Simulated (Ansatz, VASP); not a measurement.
One calculation of SiB3W, two programs

```
Si B W
1.0
     3.83109    0.00000    0.00000
     0.00000    3.83109    0.00000
     0.00000    0.00000    3.83109
Si B W
1 3 1
Direct
  0.50000 0.50000 0.50000
  0.00000 0.50000 0.50000
  0.50000 0.00000 0.50000
  0.50000 0.50000 0.00000
  0.00000 0.00000 0.00000
```

Change from the starting cell: species swapped into the ScRh3C type (Pm-3m, No. 221).

Alike in both runs: functional PBE; k mesh 10 × 10 × 10; occupations gaussian, width 0.1 eV; no spin polarisation.

Ansatz relaxed the structure, and its values are those at the end. VASP's run is a single point on that final structure, the one shown.

|  | VASP | Ansatz |
| --- | --- | --- |
| version | VASP 6.6.1 | Ansatz 0.2.0 |
| potentials or method | VASP PAW PBE potentials, release 64 (Si, B, W_sv), cutoff 500 eV | scalar-relativistic, plane waves, PAW |
| valence electrons in the cell | 27 | 27 |

|  | VASP | Ansatz | Ansatz less VASP |
| --- | --- | --- | --- |
| gap on the k mesh at the Fermi level (eV) | none | none | - |
| pressure (GPa) | 0.0 | 0.0 | +0.05 |

A gap of «none» marks a metal or a gap that the smearing closes.

Neither program's run includes spin-orbit coupling.
